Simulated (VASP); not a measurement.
# Hf (I4/mmm) in VASP: single point with PBEsol

Aim: the single point of Hf with PBEsol.

All numbers are computed with VASP 6.6.1; they aren't measurements. Logs are shortened: lines on timing, memory, paths and dates and some standing lists are left out, and cuts for length are marked.

## Step 1: The cell of the first run

Symmetry: I4/mmm, No. 139, tetragonal system. Conventional cell: a = 3.502 Å, b = 3.502 Å, c = 3.718 Å, α = 90.00°, β = 90.00°, γ = 90.00°. Hf (site symmetry 4/mmm) has 14 Hf at 3.10 to 3.72 Å within 4.1 Å.

## Step 2: Single point, PBEsol (strain -0.030 along x and y, +0.030 along z)

INCAR reads:

```
SYSTEM = Hf
PREC = Accurate ; ENCUT = 520
EDIFF = 1E-6 ; ISMEAR = 0
SIGMA = 0.15 ; LREAL = .FALSE.
LASPH = .TRUE. ; NELM = 60
ALGO = Normal ; ISIF = 2
LWAVE = .FALSE. ; LCHARG = .TRUE.
GGA = PS ; LELF = .TRUE.
LVHAR = .TRUE. ; NBANDS = 11
```

KPOINTS reads:

```
Automatic mesh
0
G
  18 18 18
  0 0 0
```

POSCAR reads:

```
Hf
1.0
   -1.7508500000      1.7508500000      1.8591500000
    1.7508500000     -1.7508500000      1.8591500000
    1.7508500000      1.7508500000     -1.8591500000
Hf
1
Direct
    0.0000000000      0.0000000000      0.0000000000
```

Potentials or basis: VASP PAW PBE potentials, release 64 (Hf_pv).

Started as:

```
$ cat potpaw_PBE.64/Hf_pv/POTCAR > POTCAR
$ mpirun -np 1 vasp_std > vasp.out
```

OUTCAR:

```text
SYSTEM = Hf
   PREC = Accurate
   ENCUT = 520
   EDIFF = 1E-6
   ISMEAR = 0
   LREAL = .FALSE.
   LASPH = .TRUE.
   NELM = 60
   ISIF = 2
   GGA = PS

 ion  position               nearest neighbor table
   1  0.000  0.000  0.000-

  LATTYP: Found a body centered tetragonal cell.
 ALAT       =     3.5017000000
 C/A-ratio  =     1.0618556701

  Lattice vectors:

 A1 = (  -1.7508500000,   1.7508500000,   1.8591500000)
 A2 = (   1.7508500000,  -1.7508500000,   1.8591500000)
 A3 = (   1.7508500000,   1.7508500000,  -1.8591500000)

Analysis of symmetry for initial positions (statically):
=====================================================================
 Subroutine PRICEL returns:
 Original cell was already a primitive cell.

 Routine SETGRP: Setting up the symmetry group for a
 body centered tetragonal supercell.

 Subroutine GETGRP returns: Found 16 space group operations
 (whereof 16 operations were pure point group operations)
 out of a pool of 16 trial point group operations.

The static configuration has the point symmetry D_4h.

Analysis of symmetry for dynamics (positions and initial velocities):
=====================================================================
 Subroutine PRICEL returns:
 Original cell was already a primitive cell.

 Routine SETGRP: Setting up the symmetry group for a
 body centered tetragonal supercell.

 Subroutine GETGRP returns: Found 16 space group operations
 (whereof 16 operations were pure point group operations)
 out of a pool of 16 trial point group operations.

The dynamic configuration has the point symmetry D_4h.

 Subroutine INISYM returns: Found 16 space group operations
 (whereof 16 operations are pure point group operations),
 and found     1 'primitive' translations

----------------------------------------------------------------------------------------

                                     Primitive cell

  volume of cell :      22.7967

  direct lattice vectors                    reciprocal lattice vectors
    -1.750850000  1.750850000  1.859150000     0.000000000  0.285575578  0.268940107
     1.750850000 -1.750850000  1.859150000     0.285575578  0.000000000  0.268940107
     1.750850000  1.750850000 -1.859150000     0.285575578  0.285575578  0.000000000

  length of vectors
     3.096351105  3.096351105  3.096351105     0.392278207  0.392278207  0.403864855

  position of ions in fractional coordinates (direct lattice)
     0.000000000  0.000000000  0.000000000

  ion indices of the primitive-cell ions
   primitive index   ion index
                 1           1

----------------------------------------------------------------------------------------

 KPOINTS: Automatic mesh

Automatic generation of k-mesh.
 Grid dimensions read from file:
 generate k-points for:   18   18   18

 Generating k-lattice:

  Cartesian coordinates                     Fractional coordinates (reciprocal lattice)
     0.000000000  0.015865310  0.014941117     0.055555556 -0.000000000  0.000000000
     0.015865310  0.000000000  0.014941117    -0.000000000  0.055555556  0.000000000
     0.015865310  0.015865310  0.000000000     0.000000000  0.000000000  0.055555556

  Length of vectors
     0.021793234  0.021793234  0.022436936

  Shift w.r.t. Gamma in fractional coordinates (k-lattice)
     0.000000000  0.000000000  0.000000000

 Subroutine IBZKPT returns following result:
 ===========================================

 Found    480 irreducible k-points:

 Following reciprocal coordinates:
            Coordinates               Weight
  0.000000  0.000000  0.000000      1.000000
  0.055556  0.000000 -0.000000      8.000000
  0.111111  0.000000 -0.000000      8.000000
  0.166667 -0.000000  0.000000      8.000000
  0.222222  0.000000 -0.000000      8.000000
  0.277778  0.000000  0.000000      8.000000
[... 16 lines left out ...]
 -0.277778  0.055556 -0.000000     16.000000
 -0.222222  0.055556 -0.000000     16.000000
 [... further k-points ...]
   k-points           NKPTS =    480   k-points in BZ     NKDIM =    480   number of bands    NBANDS=     11
   number of dos      NEDOS =    301   number of ions     NIONS =      1
   total plane-waves  NPLWV =  13824
   dimension x,y,z NGX =    24 NGY =   24 NGZ =   24
   dimension x,y,z NGXF=    48 NGYF=   48 NGZF=   48
   ions per type =               1
   NGX,Y,Z   is equivalent  to a cutoff of  12.89, 12.89, 12.89 a.u.
   NGXF,Y,Z  is equivalent  to a cutoff of  25.77, 25.77, 25.77 a.u.
 SYSTEM =  Hf
   PREC   = accura    normal or accurate (medium, high low for compatibility)
   ISTART =      0    job   : 0-new  1-cont  2-samecut
   ICHARG =      2    charge: 1-file 2-atom 10-const
   ISPIN  =      1    spin polarized calculation?
   LNONCOLLINEAR =      F non collinear calculations
   LSORBIT =      F    spin-orbit coupling
   LASPH  =      T    aspherical Exc in radial PAW
   ENCUT  =  520.0 eV  38.22 Ry    6.18 a.u.   5.76  5.76  5.76*2*pi/ulx,y,z
   NELM   =     60;   NELMIN=  2; NELMDL= -5     # of ELM steps
   EDIFF  = 0.1E-05   stopping-criterion for ELM
   LREAL  =      F    real-space projection
   EDIFFG = 0.1E-04   stopping-criterion for IOM
   NSW    =      0    number of steps for IOM
   IBRION =     -1    ionic relax: 0-MD 1-quasi-New 2-CG
   NFREE  =      0    steps in history (QN), initial steepest desc. (CG)
   ISIF   =      2    stress and relaxation
   ISYM   =      2    0-nonsym 1-usesym 2-fastsym
   POTIM  = 0.5000    time-step for ionic-motion
   TEBEG  =    0.0;   TEEND  =   0.0 temperature during run
   PSTRESS=    0.0 pullay stress
   NELECT =      10.0000    total number of electrons
   NUPDOWN=      -1.0000    fix difference up-down
   EMIN   =  10.00;   EMAX   =-10.00  energy-range for DOS
   EFERMI =   0.00;   METHOD = LEGACY
   ISMEAR =     0;   SIGMA  =   0.15  broadening in eV -4-tet -1-fermi 0-gaus
   EFERMI_NEDOS =   21; number of points for ismear=-14 and -15
   IALGO  =     38    algorithm
   IMIX   =      4    mixing-type and parameters
     AMIX     =   0.40;   BMIX     =  1.00
     AMIX_MAG =   1.60;   BMIX_MAG =  1.00
  volume/ion in A,a.u.               =      22.80       153.84
  Fermi-wavevector in a.u.,A,eV,Ry     =   1.243896  2.350623 21.051984  1.547277
  Thomas-Fermi vector in A             =   2.378187
   LORBIT       =      0    0 simple, 1 ext, 2 COOP (PROOUT), +10 PAW based schemes
   GGA     = PS    functional components
   LHFCALC =     F    Hartree Fock is set to
   AEXX    =    0.0000 exact exchange contribution
   IVDW    =     0    specifies the selected vdW correction
   LEPSILON=     F    determine dielectric tensor
   LRPA    =     F    only Hartree local field effects (RPA)
 non-spin polarized calculation
 Gauss-broadening in eV      SIGMA  =   0.15
  energy-cutoff  :      520.00
  volume of cell :       22.80
 maximum number of plane-waves:       635
   NGX = 11   NGY = 11   NGZ = 11

 number of electron      10.0000000 magnetization

 Free energy of the ion-electron system (eV)
  ---------------------------------------------------
  ext. energy  EPLUGINS =         0.00000000
  ---------------------------------------------------
  free energy    TOTEN  =       -10.31603257 eV

  energy without entropy =      -10.29266379  energy(sigma->0) =      -10.30434818

 E-fermi :   4.3041     XC(G=0): -11.3056

 val. band max:        4.2966377485   @ k =  -0.2222   0.3333   0.0556
 cond. band min:       4.3054799584   @ k =  -0.3333   0.1111   0.0556
 fundamental gap:      0.0088422099
 Fermi energy:         4.3040982516

 k-point     1 :       0.0000    0.0000    0.0000
  band No.  band energies     occupation
      1     -25.5680      2.00000
      2     -25.5673      2.00000
      3     -25.5673      2.00000
      4      -2.6904      2.00000
      5       5.6072      0.00000
      6       5.6072      0.00000
      7       6.2282      0.00000
      8       8.0647      0.00000
      9       8.9180      0.00000
     10      16.9546      0.00000
     11      17.4606      0.00000

 k-point     2 :       0.0556    0.0000   -0.0000
  band No.  band energies     occupation
      1     -25.5927      2.00000
      2     -25.5746      2.00000
      3     -25.5676      2.00000
      4      -2.5801      2.00000
      5       5.5837      0.00000
      6       5.6221      0.00000
      7       6.2462      0.00000
      8       7.9789      0.00000
      9       8.8690      0.00000
     10      17.1734      0.00000
     11      17.4605      0.00000

 k-point     3 :       0.1111    0.0000   -0.0000
  band No.  band energies     occupation
      1     -25.6641      2.00000
      2     -25.5956      2.00000
      3     -25.5674      2.00000
      4      -2.2582      2.00000
      5       5.4829      0.00000
      6       5.5506      0.00000
      7       6.4319      0.00000
      8       7.7882      0.00000
      9       8.7777      0.00000
     10      17.4593      0.00000
     11      17.6356      0.00000

 k-point     4 :       0.1667   -0.0000    0.0000
  band No.  band energies     occupation
      1     -25.7719      2.00000
      2     -25.6276      2.00000
      3     -25.5671      2.00000
      4      -1.7520      2.00000
      5       5.2524      0.00000
      6       5.3196      0.00000
      7       6.8946      0.00000
      8       7.6612      0.00000
      9       8.7143      0.00000
     10      17.4564      0.00000
     11      17.9208      0.00000
[... 239 lines left out ...]
 k-point    22 :      -0.3333    0.0556    0.0000
  band No.  band energies     occupation
      1     -26.1042      2.00000
      2     -25.7298      2.00000
      3     -25.5781      2.00000
      4       0.0121      2.00000
      5       4.4885      0.08203
      6       4.5461      0.02252
      7       7.7799      0.00000
      8       8.9405      0.00000
      9       9.0862      0.00000
     10      16.6503      0.00000
     11      16.9403      0.00000

 k-point    23 :      -0.2778    0.0556   -0.0000
  band No.  band energies     occupation
      1     -25.9783      2.00000
      2     -25.6874      2.00000
      3     -25.5785      2.00000
      4      -0.6671      2.00000
      5       4.6875      0.00030
      6       4.8439      0.00000
      7       7.6794      0.00000
      8       8.0490      0.00000
      9       8.8691      0.00000
     10      17.4263      0.00000
     11      17.5564      0.00000

 k-point    24 :      -0.2222    0.0556   -0.0000
  band No.  band energies     occupation
      1     -25.8490      2.00000
      2     -25.6449      2.00000
      3     -25.5786      2.00000
      4      -1.3473      2.00000
      5       4.9803      0.00000
      6       5.1854      0.00000
      7       7.2517      0.00000
      8       7.6667      0.00000
      9       8.7393      0.00000
     10      17.4541      0.00000
     11      18.0721      0.00000

 [... further k-points ...]
[... 5 lines left out ...]
  --------------------------------------------------------------------------------------
  -------------------------------------------------------------------------------------
  Total       -1.0607270     -1.0607270     -0.7312559      0.0000000      0.0000000      0.0000000
  in kB      -74.5490158    -74.5490158    -51.3934402      0.0000000      0.0000000      0.0000000
  external PRESSURE =     -66.8304906 kB  Pullay stress =       0.0000000 kB

 VOLUME and BASIS-vectors are now :
 -----------------------------------------------------------------------------
  energy-cutoff  :      520.00
  volume of cell :       22.80
      direct lattice vectors                 reciprocal lattice vectors
    -1.750850000  1.750850000  1.859150000     0.000000000  0.285575578  0.268940107
     1.750850000 -1.750850000  1.859150000     0.285575578  0.000000000  0.268940107
     1.750850000  1.750850000 -1.859150000     0.285575578  0.285575578  0.000000000

 POSITION                                       TOTAL-FORCE (eV/Angst)
 -----------------------------------------------------------------------------------
      0.00000      0.00000      0.00000         0.000000      0.000000      0.000000
 -----------------------------------------------------------------------------------
    total drift:                                0.000000      0.000000     -0.000000

  FREE ENERGIE OF THE ION-ELECTRON SYSTEM (eV)
  ---------------------------------------------------
  free  energy   TOTEN  =       -10.3160325693 eV

  energy  without entropy=      -10.2926637877  energy(sigma->0) =      -10.30434818
```

Wall time 2.6 min (1 thread of Intel Xeon 8259CL, shared host); peak memory 0.24 GiB.

What came out:

```
Free energy            : -10.3160 eV
Pressure               : -6.7 GPa
Band gap on the k mesh : zero (bands 5 and 6 overlap by 2.10 eV)
```

Levels at points of the mesh, in eV from the Fermi level:
| k point | band 1 | band 2 | band 3 | band 4 | band 5 | band 6 | band 7 | band 8 | band 9 | band 10 |
| --- | --- | --- | --- | --- | --- | --- | --- | --- | --- | --- |
| (0.00, 0.00, 0.00) | -29.87 | -29.87 | -29.87 | -6.99 | 1.30 | 1.30 | 1.92 | 3.76 | 4.61 | 12.65 |
| (0.50, 0.00, 0.00) | -30.65 | -30.11 | -29.87 | -3.37 | -0.25 | 0.90 | 3.60 | 5.06 | 7.34 | 9.78 |
| (0.50, 0.50, 0.00) | -30.63 | -30.15 | -29.90 | -3.28 | -0.90 | 1.25 | 4.59 | 5.32 | 7.52 | 10.05 |
| (0.50, 0.50, 0.50) | -30.47 | -30.38 | -30.38 | -2.59 | -2.41 | 6.17 | 6.50 | 6.70 | 6.70 | 7.53 |

Caveat: the cell differs from its parent crystal (strain -0.030 along x and y, +0.030 along z); the cell stands under tension; the PAW data sets were made with another functional, which shifts forces and pressure a little; spin-orbit coupling is left out, which moves the levels of the heavy elements.
